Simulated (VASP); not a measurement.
# SnO (F-43m) in VASP: further runs

The runs below take SnO through single point, with r2SCAN.

Everything below comes from runs of VASP 6.6.1. Logs are shortened: lines on timing, memory, paths and dates and some standing lists are left out, and cuts for length are marked.

## Step 1: The cell of the first run

The structure is cubic, space group F-43m (No. 216). The conventional cell has a = 5.416 Å, b = 5.416 Å, c = 5.416 Å, α = 90.00°, β = 90.00°, γ = 90.00°. Sn (site symmetry -43m) has 4 O at 2.35 Å within 3.1 Å. O (site symmetry -43m) has 4 Sn at 2.35 Å within 3.1 Å.

## Step 2: Single point, r2SCAN

Input file POSCAR:

```
SnO
1.0
    0.0000000000      2.7082147278      2.7082147278
    2.7082147278      0.0000000000      2.7082147278
    2.7082147278      2.7082147278      0.0000000000
Sn O
1 1
Direct
    0.0000000000      0.0000000000      0.0000000000
    0.2500000000      0.2500000000      0.2500000000
```

Input file INCAR.step1:

```
SYSTEM = SnO
ALGO = Normal ; EDIFF = 1E-5
ENCUT = 660 ; GGA = PE
GGA_COMPAT = .FALSE. ; ISMEAR = 1
LASPH = .TRUE. ; LCHARG = .FALSE.
LREAL = .FALSE. ; LWAVE = .TRUE.
NBANDS = 17 ; NELM = 120
PREC = Accurate ; SIGMA = 0.001
```

Input file INCAR.step2:

```
SYSTEM = SnO
ALGO = Normal ; EDIFF = 1E-6
ENCUT = 660 ; GGA_COMPAT = .FALSE.
ISIF = 2 ; ISMEAR = 1
ISTART = 1 ; LASPH = .TRUE.
LCHARG = .FALSE. ; LMIXTAU = .TRUE.
LREAL = .FALSE. ; LWAVE = .FALSE.
METAGGA = R2SCAN ; NBANDS = 17
NELM = 120 ; PREC = Accurate
SIGMA = 0.001
```

Input file KPOINTS:

```
k-points
0
G
  6 6 6
  0 0 0
```

Potentials or basis: VASP PAW PBE potentials, release 64 (Sn_d, O).

The run is started by

```sh
cat potpaw_PBE.64/Sn_d/POTCAR potpaw_PBE.64/O/POTCAR > POTCAR
cp INCAR.step1 INCAR
mpirun -np 1 vasp_std > vasp.out
cp INCAR.step2 INCAR
mpirun -np 1 vasp_std > vasp.out
```

OUTCAR:

```text
SYSTEM = SnO
   EDIFF = 1E-6
   ENCUT = 660
   ISIF = 2
   ISMEAR = 1
   ISTART = 1
   LASPH = .TRUE.
   LREAL = .FALSE.
   METAGGA = R2SCAN
   NELM = 120
   PREC = Accurate

 ion  position               nearest neighbor table
   1  0.000  0.000  0.000-   2 2.35   2 2.35   2 2.35   2 2.35
   2  0.250  0.250  0.250-   1 2.35   1 2.35   1 2.35   1 2.35

  LATTYP: Found a face centered cubic cell.
 ALAT       =     5.4164294556

  Lattice vectors:

 A1 = (   0.0000000000,   2.7082147278,   2.7082147278)
 A2 = (   2.7082147278,   0.0000000000,   2.7082147278)
 A3 = (   2.7082147278,   2.7082147278,   0.0000000000)

Analysis of symmetry for initial positions (statically):
=====================================================================
 Subroutine PRICEL returns:
 Original cell was already a primitive cell.

 Routine SETGRP: Setting up the symmetry group for a
 face centered cubic supercell.

 Subroutine GETGRP returns: Found 24 space group operations
 (whereof 24 operations were pure point group operations)
 out of a pool of 48 trial point group operations.

The static configuration has the point symmetry T_d .

Analysis of symmetry for dynamics (positions and initial velocities):
=====================================================================
 Subroutine PRICEL returns:
 Original cell was already a primitive cell.

 Routine SETGRP: Setting up the symmetry group for a
 face centered cubic supercell.

 Subroutine GETGRP returns: Found 24 space group operations
 (whereof 24 operations were pure point group operations)
 out of a pool of 48 trial point group operations.

The dynamic configuration has the point symmetry T_d .

 Subroutine INISYM returns: Found 24 space group operations
 (whereof 24 operations are pure point group operations),
 and found     1 'primitive' translations

----------------------------------------------------------------------------------------

                                     Primitive cell

  volume of cell :      39.7264

  direct lattice vectors                    reciprocal lattice vectors
     0.000000000  2.708214728  2.708214728    -0.184623470  0.184623470  0.184623470
     2.708214728  0.000000000  2.708214728     0.184623470 -0.184623470  0.184623470
     2.708214728  2.708214728  0.000000000     0.184623470  0.184623470 -0.184623470

  length of vectors
     3.829993998  3.829993998  3.829993998     0.319777230  0.319777230  0.319777230

  position of ions in fractional coordinates (direct lattice)
     0.000000000  0.000000000  0.000000000
     0.250000000  0.250000000  0.250000000

  ion indices of the primitive-cell ions
   primitive index   ion index
                 1           1
                 2           2

----------------------------------------------------------------------------------------

 KPOINTS: k-points

Automatic generation of k-mesh.
 Grid dimensions read from file:
 generate k-points for:    6    6    6

 Generating k-lattice:

  Cartesian coordinates                     Fractional coordinates (reciprocal lattice)
    -0.030770578  0.030770578  0.030770578     0.166666667  0.000000000  0.000000000
     0.030770578 -0.030770578  0.030770578     0.000000000  0.166666667  0.000000000
     0.030770578  0.030770578 -0.030770578     0.000000000  0.000000000  0.166666667

  Length of vectors
     0.053296205  0.053296205  0.053296205

  Shift w.r.t. Gamma in fractional coordinates (k-lattice)
     0.000000000  0.000000000  0.000000000

 Subroutine IBZKPT returns following result:
 ===========================================

 Found     16 irreducible k-points:

 Following reciprocal coordinates:
            Coordinates               Weight
  0.000000  0.000000  0.000000      1.000000
  0.166667  0.000000  0.000000      8.000000
  0.333333  0.000000  0.000000      8.000000
  0.500000  0.000000  0.000000      4.000000
  0.166667  0.166667  0.000000      6.000000
  0.333333  0.166667  0.000000     24.000000
[... 8 lines left out ...]
 -0.333333  0.333333  0.166667     24.000000
 -0.333333  0.500000  0.166667     12.000000
   k-points           NKPTS =     16   k-points in BZ     NKDIM =     16   number of bands    NBANDS=     17
   number of dos      NEDOS =    301   number of ions     NIONS =      2
   total plane-waves  NPLWV =  32768
   dimension x,y,z NGX =    32 NGY =   32 NGZ =   32
   dimension x,y,z NGXF=    64 NGYF=   64 NGZF=   64
   ions per type =               1   1
   NGX,Y,Z   is equivalent  to a cutoff of  13.89, 13.89, 13.89 a.u.
   NGXF,Y,Z  is equivalent  to a cutoff of  27.78, 27.78, 27.78 a.u.
 SYSTEM =  SnO
   PREC   = accura    normal or accurate (medium, high low for compatibility)
   ISTART =      1    job   : 0-new  1-cont  2-samecut
   ICHARG =      0    charge: 1-file 2-atom 10-const
   ISPIN  =      1    spin polarized calculation?
   LNONCOLLINEAR =      F non collinear calculations
   LSORBIT =      F    spin-orbit coupling
   LASPH  =      T    aspherical Exc in radial PAW
   ENCUT  =  660.0 eV  48.51 Ry    6.96 a.u.   8.02  8.02  8.02*2*pi/ulx,y,z
   NELM   =    120;   NELMIN=  2; NELMDL=  0     # of ELM steps
   EDIFF  = 0.1E-05   stopping-criterion for ELM
   LREAL  =      F    real-space projection
   EDIFFG = 0.1E-04   stopping-criterion for IOM
   NSW    =      0    number of steps for IOM
   IBRION =     -1    ionic relax: 0-MD 1-quasi-New 2-CG
   NFREE  =      0    steps in history (QN), initial steepest desc. (CG)
   ISIF   =      2    stress and relaxation
   ISYM   =      2    0-nonsym 1-usesym 2-fastsym
   POTIM  = 0.5000    time-step for ionic-motion
   TEBEG  =    0.0;   TEEND  =   0.0 temperature during run
   PSTRESS=    0.0 pullay stress
   NELECT =      20.0000    total number of electrons
   NUPDOWN=      -1.0000    fix difference up-down
   EMIN   =  10.00;   EMAX   =-10.00  energy-range for DOS
   EFERMI =   0.00;   METHOD = LEGACY
   ISMEAR =     1;   SIGMA  =   0.00  broadening in eV -4-tet -1-fermi 0-gaus
   EFERMI_NEDOS =   21; number of points for ismear=-14 and -15
   IALGO  =     38    algorithm
   IMIX   =      4    mixing-type and parameters
     AMIX     =   0.40;   BMIX     =  1.00
     AMIX_MAG =   1.60;   BMIX_MAG =  1.00
  volume/ion in A,a.u.               =      19.86       134.04
  Fermi-wavevector in a.u.,A,eV,Ry     =   1.302342  2.461070 23.076772  1.696095
  Thomas-Fermi vector in A             =   2.433416
   LORBIT       =      0    0 simple, 1 ext, 2 COOP (PROOUT), +10 PAW based schemes
   METAGGA = R2SCAN    functional components
   LHFCALC =     F    Hartree Fock is set to
   AEXX    =    0.0000 exact exchange contribution
   IVDW    =     0    specifies the selected vdW correction
   LEPSILON=     F    determine dielectric tensor
   LRPA    =     F    only Hartree local field effects (RPA)
 non-spin polarized calculation
 Methfessel and Paxton  Order N= 1 SIGMA  =   0.00
  energy-cutoff  :      660.00
  volume of cell :       39.73
 maximum number of plane-waves:      1544
   NGX = 17   NGY = 17   NGZ = 17

 number of electron      20.0000001 magnetization

 Free energy of the ion-electron system (eV)
  ---------------------------------------------------
  ext. energy  EPLUGINS =         0.00000000
  ---------------------------------------------------
  free energy    TOTEN  =       -32.20844904 eV

  energy without entropy =      -32.20843757  energy(sigma->0) =      -32.20844521

 E-fermi :   6.0820     XC(G=0): -10.2853

 val. band max:        6.0817233776   @ k =  -0.3333   0.5000   0.1667
 cond. band min:       6.6828019761   @ k =   0.5000   0.3333   0.0000
 fundamental gap:      0.6010785985
 Fermi energy:         6.0820349206

 k-point     1 :       0.0000    0.0000    0.0000
  band No.  band energies     occupation
      1     -16.4488      2.00000
      2     -16.4488      2.00000
      3     -16.4488      2.00000
      4     -16.3947      2.00000
      5     -16.3947      2.00000
      6     -14.1253      2.00000
[... 9 lines left out ...]
     16      17.9856      0.00000
     17      17.9856      0.00000

 k-point     2 :       0.1667    0.0000    0.0000
  band No.  band energies     occupation
      1     -16.4950      2.00000
      2     -16.4411      2.00000
      3     -16.4411      2.00000
      4     -16.3939      2.00000
      5     -16.3939      2.00000
      6     -13.9688      2.00000
[... 9 lines left out ...]
     16      17.2041      0.00000
     17      17.9825      0.00000

 k-point     3 :       0.3333    0.0000    0.0000
  band No.  band energies     occupation
      1     -16.5791      2.00000
      2     -16.4333      2.00000
      3     -16.4333      2.00000
      4     -16.3843      2.00000
      5     -16.3843      2.00000
      6     -13.6460      2.00000
[... 9 lines left out ...]
     16      17.1900      0.00000
     17      19.5838      0.00000

 k-point     4 :       0.5000    0.0000    0.0000
  band No.  band energies     occupation
      1     -16.6179      2.00000
      2     -16.4331      2.00000
      3     -16.4331      2.00000
      4     -16.3757      2.00000
      5     -16.3757      2.00000
      6     -13.4774      2.00000
[... 9 lines left out ...]
     16      17.6116      0.00000
     17      19.1450      0.00000
[... 183 lines left out ...]
      1     -16.6307      2.00000
      2     -16.4225      2.00000
      3     -16.4086      2.00000
      4     -16.3960      2.00000
      5     -16.3797      2.00000
      6     -13.4423      2.00000
[... 9 lines left out ...]
     16      18.7866      0.00000
     17      21.4004      0.00000

 k-point    15 :      -0.3333    0.3333    0.1667
  band No.  band energies     occupation
      1     -16.6481      2.00000
      2     -16.4252      2.00000
      3     -16.4054      2.00000
      4     -16.3911      2.00000
      5     -16.3805      2.00000
      6     -13.3312      2.00000
[... 9 lines left out ...]
     16      19.4835      0.00000
     17      21.2637      0.00000

 k-point    16 :      -0.3333    0.5000    0.1667
  band No.  band energies     occupation
      1     -16.6688      2.00000
      2     -16.4162      2.00000
      3     -16.4079      2.00000
      4     -16.3817      2.00000
      5     -16.3780      2.00000
      6     -13.2863      2.00000
[... 9 lines left out ...]
     16      19.2631      0.00000
     17      21.4335      0.00000

------------------------ aborting loop because EDIFF is reached ----------------------------------------

  FORCE on cell =-STRESS in cart. coord.  units (eV):
  Direction    XX          YY          ZZ          XY          YZ          ZX
  --------------------------------------------------------------------------------------
  -------------------------------------------------------------------------------------
  Total        0.0433408      0.0433408      0.0433408      0.0000000      0.0000000     -0.0000000
  in kB        1.7479478      1.7479478      1.7479478      0.0000000      0.0000000     -0.0000000
  external PRESSURE =       1.7479478 kB  Pullay stress =       0.0000000 kB

 VOLUME and BASIS-vectors are now :
 -----------------------------------------------------------------------------
  energy-cutoff  :      660.00
  volume of cell :       39.73
      direct lattice vectors                 reciprocal lattice vectors
     0.000000000  2.708214728  2.708214728    -0.184623470  0.184623470  0.184623470
     2.708214728  0.000000000  2.708214728     0.184623470 -0.184623470  0.184623470
     2.708214728  2.708214728  0.000000000     0.184623470  0.184623470 -0.184623470

 POSITION                                       TOTAL-FORCE (eV/Angst)
 -----------------------------------------------------------------------------------
      0.00000      0.00000      0.00000         0.000000      0.000000      0.000000
      1.35411      1.35411      1.35411        -0.000000     -0.000000     -0.000000
 -----------------------------------------------------------------------------------
    total drift:                               -0.000000     -0.000000     -0.000000

  FREE ENERGIE OF THE ION-ELECTRON SYSTEM (eV)
  ---------------------------------------------------
  free  energy   TOTEN  =       -32.2084490351 eV

  energy  without entropy=      -32.2084375736  energy(sigma->0) =      -32.20844521
```

Wall time 30 s (1 thread of Intel Xeon Platinum 8488C (Sapphire Rapids), shared host); peak memory 0.19 GiB.

What came out:

* Free energy: -32.2084 eV
* Pressure: 0.2 GPa
* Band gap on the k mesh: zero (bands 10 and 11 overlap by 0.14 eV)

Caveat: semilocal functionals underestimate gaps, so a narrow gap can read as zero; the PAW data sets were made with another functional, which shifts forces and pressure a little; spin-orbit coupling is left out, which moves the levels of the heavy elements.

## Step 3: Single point, r2SCAN

POSCAR is that of step 2.

Input file INCAR.step1:

```
ALGO = Normal
EDIFF = 1E-5
ENCUT = 660
GGA = PE
GGA_COMPAT = False
ISMEAR = 0
LASPH = True
LCHARG = False
LREAL = False
LWAVE = True
NBANDS = 17
NELM = 120
PREC = Accurate
SIGMA = 0.5
```

Input file INCAR.step2:

```
ALGO = Normal
EDIFF = 1E-6
ENCUT = 660
GGA_COMPAT = False
ISIF = 2
ISMEAR = 0
ISTART = 1
LASPH = True
LCHARG = False
LMIXTAU = True
LREAL = False
LWAVE = False
METAGGA = R2SCAN
NBANDS = 17
NELM = 120
PREC = Accurate
SIGMA = 0.5
```

Input file KPOINTS:

```
k-points
0
Gamma
  6 6 6
```

Potentials or basis: VASP PAW PBE potentials, release 64 (Sn_d, O).

The run is started by

```sh
cat potpaw_PBE.64/Sn_d/POTCAR potpaw_PBE.64/O/POTCAR > POTCAR
cp INCAR.step1 INCAR
mpirun -np 1 vasp_std > vasp.out
cp INCAR.step2 INCAR
mpirun -np 1 vasp_std > vasp.out
```

OUTCAR:

```text
EDIFF = 1E-6
   ENCUT = 660
   ISIF = 2
   ISMEAR = 0
   ISTART = 1
   LASPH = True
   LREAL = False
   METAGGA = R2SCAN
   NELM = 120
   PREC = Accurate

 ion  position               nearest neighbor table
   1  0.000  0.000  0.000-   2 2.35   2 2.35   2 2.35   2 2.35
   2  0.250  0.250  0.250-   1 2.35   1 2.35   1 2.35   1 2.35

  LATTYP: Found a face centered cubic cell.
 ALAT       =     5.4164294556

  Lattice vectors:

 A1 = (   0.0000000000,   2.7082147278,   2.7082147278)
 A2 = (   2.7082147278,   0.0000000000,   2.7082147278)
 A3 = (   2.7082147278,   2.7082147278,   0.0000000000)

Analysis of symmetry for initial positions (statically):
=====================================================================
 Subroutine PRICEL returns:
 Original cell was already a primitive cell.

 Routine SETGRP: Setting up the symmetry group for a
 face centered cubic supercell.

 Subroutine GETGRP returns: Found 24 space group operations
 (whereof 24 operations were pure point group operations)
 out of a pool of 48 trial point group operations.

[... 149 lines left out ...]
  free energy    TOTEN  =       -32.22976813 eV

  energy without entropy =      -32.18036022  energy(sigma->0) =      -32.20506417

 E-fermi :   6.2125     XC(G=0): -10.2912

 val. band max:        6.0637008802   @ k =  -0.3333   0.5000   0.1667
 cond. band min:       6.6732603451   @ k =   0.5000   0.3333   0.0000
 fundamental gap:      0.6095594649
 Fermi energy:         6.2124857630

 k-point     1 :       0.0000    0.0000    0.0000
  band No.  band energies     occupation
      1     -16.4601      2.00000
      2     -16.4601      2.00000
      3     -16.4601      2.00000
      4     -16.4062      2.00000
      5     -16.4062      2.00000
      6     -14.1511      2.00000
[... 297 lines left out ...]
      4     -16.3931      2.00000
      5     -16.3894      2.00000
      6     -13.3126      2.00000
[... 9 lines left out ...]
     16      19.2600      0.00000
     17      21.4280      0.00000

------------------------ aborting loop because EDIFF is reached ----------------------------------------

  FORCE on cell =-STRESS in cart. coord.  units (eV):
  Direction    XX          YY          ZZ          XY          YZ          ZX
  --------------------------------------------------------------------------------------
  -------------------------------------------------------------------------------------
  Total       -0.0273897     -0.0273897     -0.0273897      0.0000000      0.0000000     -0.0000000
  in kB       -1.1046342     -1.1046342     -1.1046342      0.0000000      0.0000000     -0.0000000
  external PRESSURE =      -1.1046342 kB  Pullay stress =       0.0000000 kB

 VOLUME and BASIS-vectors are now :
 -----------------------------------------------------------------------------
  energy-cutoff  :      660.00
  volume of cell :       39.73
      direct lattice vectors                 reciprocal lattice vectors
     0.000000000  2.708214728  2.708214728    -0.184623470  0.184623470  0.184623470
     2.708214728  0.000000000  2.708214728     0.184623470 -0.184623470  0.184623470
     2.708214728  2.708214728  0.000000000     0.184623470  0.184623470 -0.184623470

 POSITION                                       TOTAL-FORCE (eV/Angst)
 -----------------------------------------------------------------------------------
      0.00000      0.00000      0.00000        -0.000000     -0.000000     -0.000000
      1.35411      1.35411      1.35411         0.000000      0.000000      0.000000
 -----------------------------------------------------------------------------------
    total drift:                               -0.000000     -0.000000     -0.000000

  FREE ENERGIE OF THE ION-ELECTRON SYSTEM (eV)
  ---------------------------------------------------
  free  energy   TOTEN  =       -32.2297681283 eV

  energy  without entropy=      -32.1803602207  energy(sigma->0) =      -32.20506417
```

OUTCAR.step1:

```text
EDIFF = 1E-5
   ENCUT = 660
   GGA = PE
   ISMEAR = 0
   LASPH = True
[... 529 lines left out ...]
 -----------------------------------------------------------------------------------
      0.00000      0.00000      0.00000        -0.000000     -0.000000     -0.000000
      1.35411      1.35411      1.35411         0.000000      0.000000      0.000000
 -----------------------------------------------------------------------------------
    total drift:                               -0.000000     -0.000000     -0.000000

  FREE ENERGIE OF THE ION-ELECTRON SYSTEM (eV)
  ---------------------------------------------------
  free  energy   TOTEN  =       -10.4757935067 eV

  energy  without entropy=      -10.4186433405  energy(sigma->0) =      -10.44721842
```

Run time: 32 s. Hardware: 1 thread of Intel Xeon Platinum 8488C (Sapphire Rapids), shared host; peak memory 0.18 GiB.

What came out:

| Quantity | Value |
| --- | --- |
| Free energy | -32.2298 eV |
| Pressure | -0.1 GPa |
| Band gap on the k mesh | zero (bands 10 and 11 overlap by 0.14 eV) |

Levels at points of the mesh, in eV from the Fermi level:
```csv
k point,band 7,band 8,band 9,band 10,band 11,band 12,band 13,band 14
"(0.00, 0.00, 0.00)",-6.60,-4.12,-4.12,-4.12,4.55,4.55,4.55,9.37
"(0.50, 0.00, 0.00)",-8.45,-4.55,-4.55,-2.58,1.61,4.68,4.68,8.77
"(0.50, 0.50, 0.00)",-8.27,-5.31,-5.31,-0.72,-0.29,5.35,5.35,5.49
```

Caveat: so wide a smearing shifts energies and pressures; semilocal functionals underestimate gaps, so a narrow gap can read as zero; the PAW data sets were made with another functional, which shifts forces and pressure a little; spin-orbit coupling is left out, which moves the levels of the heavy elements.
